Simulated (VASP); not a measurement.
A run of VASP 6.6.1 is set up as follows.

The input INCAR:

```
PREC = Accurate
ENCUT = 520
EDIFF = 1E-6
ISMEAR = -1
SIGMA = 0.1
LREAL = False
LASPH = True
NELM = 60
ALGO = Normal
ISIF = 2
LWAVE = False
LCHARG = False
GGA = PE
NBANDS = 13
```

KPOINTS

```
Automatic mesh
0
Gamma
  15 15 12
```

The input POSCAR:

```
Te
1.0
    4.0031331390      0.0000000000      0.0000000000
   -2.0015665695      3.4668149931      0.0000000000
    0.0000000000      0.0000000000      4.3537920676
Te
2
Direct
    0.3333333333      0.6666666667      0.2500000000
    0.6666666667      0.3333333333      0.7500000000
```

Potentials or basis: VASP PAW PBE potentials, release 64 (Te).

Launch:

```console
$ cat potpaw_PBE.64/Te/POTCAR > POTCAR
$ mpirun -np 1 vasp_std > vasp.out
```

(1) Estimate the band gap on the k mesh.

(2) Estimate the pressure.

Results:

(1) zero (bands 6 and 7 overlap by 2.38 eV).

(2) 2.1 GPa.

Caveat: spin-orbit coupling is left out, which moves the levels of the heavy elements.
